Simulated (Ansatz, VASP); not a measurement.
SiO2 in VASP and in Ansatz

```xyz
6
Lattice="-2.0451 2.0451 3.8106 2.0451 -2.0451 3.8106 2.0451 2.0451 -3.8106" Properties=species:S:1:pos:R:3 pbc="T T T"
Si    0.0000    0.0000    0.0000
Si    0.0000    2.0451    1.9053
O     0.8185    1.0226    0.9527
O     1.0226    2.8636    2.8580
O    -1.0226    1.2266    2.8580
O    -0.8185    3.0677    0.9527
```

Alike in both runs: task single point; functional PBE; k mesh 8 × 8 × 8; occupations gaussian, width 0.02 eV; no spin polarisation.

|  | VASP | Ansatz |
| --- | --- | --- |
| version | VASP 6.6.1 | Ansatz 0.2.0 |
| potentials or method | VASP PAW PBE potentials, release 64 (Si, O), cutoff 520 eV | scalar-relativistic, plane waves, PAW |
| valence electrons in the cell | 32 | 32 |

```csv
,VASP,Ansatz,Ansatz less VASP
gap on the k mesh at the Fermi level (eV),6.36,6.36,0.000
least direct gap on the mesh (eV),6.76,6.76,+0.004
pressure (GPa),15.4,15.0,-0.45
"traceless stress, the component that is largest in VASP (GPa)",0.21,0.03,-0.182
rms of the force components (eV/Å),0.013,0.000,-0.0127
```

Atom by atom the forces differ by 0.013 eV/Å (rms over components).
